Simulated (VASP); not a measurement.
# Ir (Fm-3m) in VASP: further runs

Runs on Ir. Level: PBE. Tasks: single point, relaxation of cell and atoms.

Everything below comes from runs of VASP 6.6.1. Logs are shortened: lines on timing, memory, paths and dates and some standing lists are left out, and cuts for length are marked.

## Step 1: The cell of the first run

The structure is cubic, space group Fm-3m (No. 225). The conventional cell has a = 3.877 Å, b = 3.877 Å, c = 3.877 Å, α = 90.00°, β = 90.00°, γ = 90.00°. Within 3.6 Å of Ir (site symmetry m-3m) lie 12 Ir at 2.74 Å.

## Step 2: Single point, PBE

Input file INCAR:

```
SYSTEM = Ir
  PREC = Accurate
  ENCUT = 520
  EDIFF = 1E-7
  ISMEAR = 0
  SIGMA = 0.1
  LREAL = .False.
  LASPH = .True.
  NELM = 80
  ALGO = Normal
  ISIF = 2
  LWAVE = .False.
  LCHARG = .False.
  GGA = PE
  NBANDS = 10
```

Input file KPOINTS:

```
regular mesh
0
Gamma
  8 8 8
  0 0 0
```

Input file POSCAR:

```
Ir
1.0
    0.0000000000      1.9385215360      1.9385215360
    1.9385215360      0.0000000000      1.9385215360
    1.9385215360      1.9385215360      0.0000000000
Ir
1
Direct
    0.0000000000      0.0000000000      0.0000000000
```

Potentials or basis: VASP PAW PBE potentials, release 64 (Ir).

Run with:

```
$ cat potpaw_PBE.64/Ir/POTCAR > POTCAR
$ mpirun -np 1 vasp_std > vasp.out
```

OUTCAR:

```text
SYSTEM = Ir
   PREC = Accurate
   ENCUT = 520
   EDIFF = 1E-7
   ISMEAR = 0
   LREAL = .False.
   LASPH = .True.
   NELM = 80
   ISIF = 2
   GGA = PE

 ion  position               nearest neighbor table
   1  0.000  0.000  0.000-

  LATTYP: Found a face centered cubic cell.
 ALAT       =     3.8770430720

  Lattice vectors:

 A1 = (   0.0000000000,   1.9385215360,   1.9385215360)
 A2 = (   1.9385215360,   0.0000000000,   1.9385215360)
 A3 = (   1.9385215360,   1.9385215360,   0.0000000000)

Analysis of symmetry for initial positions (statically):
=====================================================================
 Subroutine PRICEL returns:
 Original cell was already a primitive cell.

 Routine SETGRP: Setting up the symmetry group for a
 face centered cubic supercell.

 Subroutine GETGRP returns: Found 48 space group operations
 (whereof 48 operations were pure point group operations)
 out of a pool of 48 trial point group operations.

The static configuration has the point symmetry O_h .

Analysis of symmetry for dynamics (positions and initial velocities):
=====================================================================
 Subroutine PRICEL returns:
 Original cell was already a primitive cell.

 Routine SETGRP: Setting up the symmetry group for a
 face centered cubic supercell.

 Subroutine GETGRP returns: Found 48 space group operations
 (whereof 48 operations were pure point group operations)
 out of a pool of 48 trial point group operations.

The dynamic configuration has the point symmetry O_h .

 Subroutine INISYM returns: Found 48 space group operations
 (whereof 48 operations are pure point group operations),
 and found     1 'primitive' translations

----------------------------------------------------------------------------------------

                                     Primitive cell

  volume of cell :      14.5694

  direct lattice vectors                    reciprocal lattice vectors
     0.000000000  1.938521536  1.938521536    -0.257928525  0.257928525  0.257928525
     1.938521536  0.000000000  1.938521536     0.257928525 -0.257928525  0.257928525
     1.938521536  1.938521536  0.000000000     0.257928525  0.257928525 -0.257928525

  length of vectors
     2.741483447  2.741483447  2.741483447     0.446745310  0.446745310  0.446745310

  position of ions in fractional coordinates (direct lattice)
     0.000000000  0.000000000  0.000000000

  ion indices of the primitive-cell ions
   primitive index   ion index
                 1           1

----------------------------------------------------------------------------------------

 KPOINTS: regular mesh

Automatic generation of k-mesh.
 Grid dimensions read from file:
 generate k-points for:    8    8    8

 Generating k-lattice:

  Cartesian coordinates                     Fractional coordinates (reciprocal lattice)
    -0.032241066  0.032241066  0.032241066     0.125000000  0.000000000  0.000000000
     0.032241066 -0.032241066  0.032241066     0.000000000  0.125000000  0.000000000
     0.032241066  0.032241066 -0.032241066     0.000000000  0.000000000  0.125000000

  Length of vectors
     0.055843164  0.055843164  0.055843164

  Shift w.r.t. Gamma in fractional coordinates (k-lattice)
     0.000000000  0.000000000  0.000000000

 Subroutine IBZKPT returns following result:
 ===========================================

 Found     29 irreducible k-points:

 Following reciprocal coordinates:
            Coordinates               Weight
  0.000000  0.000000  0.000000      1.000000
  0.125000  0.000000  0.000000      8.000000
  0.250000  0.000000  0.000000      8.000000
  0.375000  0.000000  0.000000      8.000000
  0.500000  0.000000  0.000000      4.000000
  0.125000  0.125000  0.000000      6.000000
[... 16 lines left out ...]
  0.500000  0.250000  0.125000     48.000000
 -0.375000  0.250000  0.125000     24.000000
 [... further k-points ...]
   k-points           NKPTS =     29   k-points in BZ     NKDIM =     29   number of bands    NBANDS=     10
   number of dos      NEDOS =    301   number of ions     NIONS =      1
   total plane-waves  NPLWV =   8000
   dimension x,y,z NGX =    20 NGY =   20 NGZ =   20
   dimension x,y,z NGXF=    40 NGYF=   40 NGZF=   40
   ions per type =               1
   NGX,Y,Z   is equivalent  to a cutoff of  12.13, 12.13, 12.13 a.u.
   NGXF,Y,Z  is equivalent  to a cutoff of  24.26, 24.26, 24.26 a.u.
 SYSTEM =  Ir
   PREC   = accura    normal or accurate (medium, high low for compatibility)
   ISTART =      0    job   : 0-new  1-cont  2-samecut
   ICHARG =      2    charge: 1-file 2-atom 10-const
   ISPIN  =      1    spin polarized calculation?
   LNONCOLLINEAR =      F non collinear calculations
   LSORBIT =      F    spin-orbit coupling
   LASPH  =      T    aspherical Exc in radial PAW
   ENCUT  =  520.0 eV  38.22 Ry    6.18 a.u.   5.10  5.10  5.10*2*pi/ulx,y,z
   NELM   =     80;   NELMIN=  2; NELMDL= -5     # of ELM steps
   EDIFF  = 0.1E-06   stopping-criterion for ELM
   LREAL  =      F    real-space projection
   EDIFFG = 0.1E-05   stopping-criterion for IOM
   NSW    =      0    number of steps for IOM
   IBRION =     -1    ionic relax: 0-MD 1-quasi-New 2-CG
   NFREE  =      0    steps in history (QN), initial steepest desc. (CG)
   ISIF   =      2    stress and relaxation
   ISYM   =      2    0-nonsym 1-usesym 2-fastsym
   POTIM  = 0.5000    time-step for ionic-motion
   TEBEG  =    0.0;   TEEND  =   0.0 temperature during run
   PSTRESS=    0.0 pullay stress
   NELECT =       9.0000    total number of electrons
   NUPDOWN=      -1.0000    fix difference up-down
   EMIN   =  10.00;   EMAX   =-10.00  energy-range for DOS
   EFERMI =   0.00;   METHOD = LEGACY
   ISMEAR =     0;   SIGMA  =   0.10  broadening in eV -4-tet -1-fermi 0-gaus
   EFERMI_NEDOS =   21; number of points for ismear=-14 and -15
   IALGO  =     38    algorithm
   IMIX   =      4    mixing-type and parameters
     AMIX     =   0.40;   BMIX     =  1.00
     AMIX_MAG =   1.60;   BMIX_MAG =  1.00
  volume/ion in A,a.u.               =      14.57        98.32
  Fermi-wavevector in a.u.,A,eV,Ry     =   1.394253  2.634757 26.448943  1.943942
  Thomas-Fermi vector in A             =   2.517820
   LORBIT       =      0    0 simple, 1 ext, 2 COOP (PROOUT), +10 PAW based schemes
   GGA     = PE    functional components
   LHFCALC =     F    Hartree Fock is set to
   AEXX    =    0.0000 exact exchange contribution
   IVDW    =     0    specifies the selected vdW correction
   LEPSILON=     F    determine dielectric tensor
   LRPA    =     F    only Hartree local field effects (RPA)
 non-spin polarized calculation
 Gauss-broadening in eV      SIGMA  =   0.10
  energy-cutoff  :      520.00
  volume of cell :       14.57
 maximum number of plane-waves:       399
   NGX = 11   NGY = 11   NGZ = 11

 number of electron       9.0000000 magnetization

 Free energy of the ion-electron system (eV)
  ---------------------------------------------------
  ext. energy  EPLUGINS =         0.00000000
  ---------------------------------------------------
  free energy    TOTEN  =        -8.78211061 eV

  energy without entropy =       -8.77319868  energy(sigma->0) =       -8.77765464

 E-fermi :   9.9528     XC(G=0): -13.8125

 val. band max:        9.9090447760   @ k =  -0.3750   0.1250   0.0000
 cond. band min:       9.9726652026   @ k =  -0.3750   0.2500   0.0000
 fundamental gap:      0.0636204266
 Fermi energy:         9.9528186664

 k-point     1 :       0.0000    0.0000    0.0000
  band No.  band energies     occupation
      1      -0.9024      2.00000
      2       6.1876      2.00000
      3       6.1876      2.00000
      4       6.1876      2.00000
      5       8.7636      2.00000
      6       8.7636      2.00000
      7      24.2678      0.00000
      8      29.7012      0.00000
      9      29.7012      0.00000
     10      29.7012      0.00000

 k-point     2 :       0.1250    0.0000    0.0000
  band No.  band energies     occupation
      1      -0.2502      2.00000
      2       5.8827      2.00000
      3       6.4411      2.00000
      4       6.4411      2.00000
      5       8.6302      2.00000
      6       8.6302      2.00000
      7      25.3189      0.00000
      8      27.1306      0.00000
      9      30.7610      0.00000
     10      30.7610      0.00000

 k-point     3 :       0.2500    0.0000    0.0000
  band No.  band energies     occupation
      1       1.2577      2.00000
      2       5.6936      2.00000
      3       6.6164      2.00000
      4       6.6164      2.00000
      5       8.9409      2.00000
      6       8.9409      2.00000
      7      23.5665      0.00000
      8      26.5089      0.00000
      9      33.2594      0.00000
     10      33.2595      0.00000

 k-point     4 :       0.3750    0.0000    0.0000
  band No.  band energies     occupation
      1       2.0682      2.00000
      2       6.2834      2.00000
      3       6.2834      2.00000
      4       7.3268      2.00000
      5      10.0932      0.04705
      6      10.0932      0.04705
      7      19.5620      0.00000
      8      24.6748      0.00000
      9      31.0292      0.00000
     10      31.0292      0.00000

 k-point     5 :       0.5000    0.0000    0.0000
  band No.  band energies     occupation
      1       2.1067      2.00000
      2       6.0970      2.00000
      3       6.0970      2.00000
      4       9.2224      2.00000
      5      10.7529      0.00000
      6      10.7529      0.00000
      7      16.8723      0.00000
      8      23.8180      0.00000
      9      29.4362      0.00000
     10      29.4362      0.00000

 k-point     6 :       0.1250    0.1250    0.0000
  band No.  band energies     occupation
      1      -0.0277      2.00000
      2       5.5652      2.00000
      3       6.6853      2.00000
      4       6.6853      2.00000
      5       8.0544      2.00000
      6       9.0193      2.00000
      7      25.7412      0.00000
      8      28.1171      0.00000
      9      29.8399      0.00000
     10      29.8399      0.00000

 k-point     7 :       0.2500    0.1250    0.0000
  band No.  band energies     occupation
      1       1.2686      2.00000
      2       5.0710      2.00000
      3       6.7467      2.00000
      4       7.1035      2.00000
      5       8.1697      2.00000
      6       9.3982      2.00000
      7      25.3718      0.00000
      8      27.3241      0.00000
      9      30.0427      0.00000
     10      30.9293      0.00000

 k-point     8 :       0.3750    0.1250    0.0000
  band No.  band energies     occupation
      1       2.4691      2.00000
      2       5.6100      2.00000
      3       6.0670      2.00000
      4       6.9294      2.00000
      5      10.0194      0.34659
      6      10.3413      0.00000
      7      21.1488      0.00000
      8      26.0299      0.00000
      9      29.1932      0.00000
     10      30.9844      0.00000

 k-point     9 :       0.5000    0.1250    0.0000
  band No.  band energies     occupation
      1       2.6309      2.00000
      2       5.6330      2.00000
      3       6.6097      2.00000
      4       7.3797      2.00000
      5      10.7965      0.00000
      6      12.4297      0.00000
      7      17.0384      0.00000
      8      24.8544      0.00000
      9      28.6198      0.00000
     10      28.6800      0.00000
[... 118 lines left out ...]
 k-point    19 :       0.5000    0.3750    0.0000
  band No.  band energies     occupation
      1       2.7307      2.00000
      2       3.2966      2.00000
      3       8.5644      2.00000
      4       9.8658      1.78166
      5      11.0643      0.00000
      6      13.3633      0.00000
      7      19.3081      0.00000
      8      22.5558      0.00000
      9      22.9996      0.00000
     10      31.2867      0.00000

 k-point    20 :      -0.3750    0.3750    0.0000
  band No.  band energies     occupation
      1       3.2614      2.00000
      2       4.1695      2.00000
      3       7.1330      2.00000
      4       9.0701      2.00000
      5      10.4803      0.00000
      6      16.1112      0.00000
      7      17.3749      0.00000
      8      21.0377      0.00000
      9      25.1661      0.00000
     10      30.5908      0.00000

 k-point    21 :       0.5000    0.5000    0.0000
  band No.  band energies     occupation
      1       2.3332      2.00000
      2       2.8758      2.00000
      3      10.7273      0.00000
      4      11.2981      0.00000
      5      11.2981      0.00000
      6      11.6033      0.00000
      7      20.0215      0.00000
      8      21.4743      0.00000
      9      21.4743      0.00000
     10      30.7528      0.00000

 k-point    22 :       0.3750    0.2500    0.1250
  band No.  band energies     occupation
      1       2.6209      2.00000
      2       4.6086      2.00000
      3       6.1170      2.00000
      4       8.1207      2.00000
      5       8.1863      2.00000
      6      10.6527      0.00000
      7      23.9898      0.00000
      8      26.5335      0.00000
      9      28.2683      0.00000
     10      30.3564      0.00000

 k-point    23 :       0.5000    0.2500    0.1250
  band No.  band energies     occupation
      1       3.5039      2.00000
      2       5.1315      2.00000
      3       5.5003      2.00000
      4       7.7478      2.00000
      5       9.7595      1.99374
      6      12.6500      0.00000
      7      19.9019      0.00000
      8      25.0682      0.00000
      9      26.5277      0.00000
     10      31.0341      0.00000

 k-point    24 :      -0.3750    0.2500    0.1250
  band No.  band energies     occupation
      1       3.5359      2.00000
      2       4.9111      2.00000
      3       6.4432      2.00000
      4       7.4460      2.00000
      5      10.4513      0.00000
      6      14.9364      0.00000
      7      16.3353      0.00000
      8      25.4497      0.00000
      9      25.4539      0.00000
     10      29.4800      0.00000

 [... further k-points ...]
[... 5 lines left out ...]
  --------------------------------------------------------------------------------------
  -------------------------------------------------------------------------------------
  Total        0.0086631      0.0086631      0.0086631      0.0000000     -0.0000000     -0.0000000
  in kB        0.9526707      0.9526707      0.9526707      0.0000000     -0.0000000     -0.0000000
  external PRESSURE =       0.9526707 kB  Pullay stress =       0.0000000 kB

 VOLUME and BASIS-vectors are now :
 -----------------------------------------------------------------------------
  energy-cutoff  :      520.00
  volume of cell :       14.57
      direct lattice vectors                 reciprocal lattice vectors
     0.000000000  1.938521536  1.938521536    -0.257928525  0.257928525  0.257928525
     1.938521536  0.000000000  1.938521536     0.257928525 -0.257928525  0.257928525
     1.938521536  1.938521536  0.000000000     0.257928525  0.257928525 -0.257928525

 POSITION                                       TOTAL-FORCE (eV/Angst)
 -----------------------------------------------------------------------------------
      0.00000      0.00000      0.00000         0.000000      0.000000      0.000000
 -----------------------------------------------------------------------------------
    total drift:                               -0.000000     -0.000000     -0.000000

  FREE ENERGIE OF THE ION-ELECTRON SYSTEM (eV)
  ---------------------------------------------------
  free  energy   TOTEN  =        -8.7821106051 eV

  energy  without entropy=       -8.7731986780  energy(sigma->0) =       -8.77765464
```

Run time: 9.1 s. Hardware: 1 thread of AMD EPYC 7R13, shared host; peak memory 0.1 GiB.

What came out:

```yaml
Free_energy: -8.7821 eV
Pressure: 0.1 GPa
```

Caveat: spin-orbit coupling is left out, which moves the levels of the heavy elements.

(Continued in part 2 of 2.)
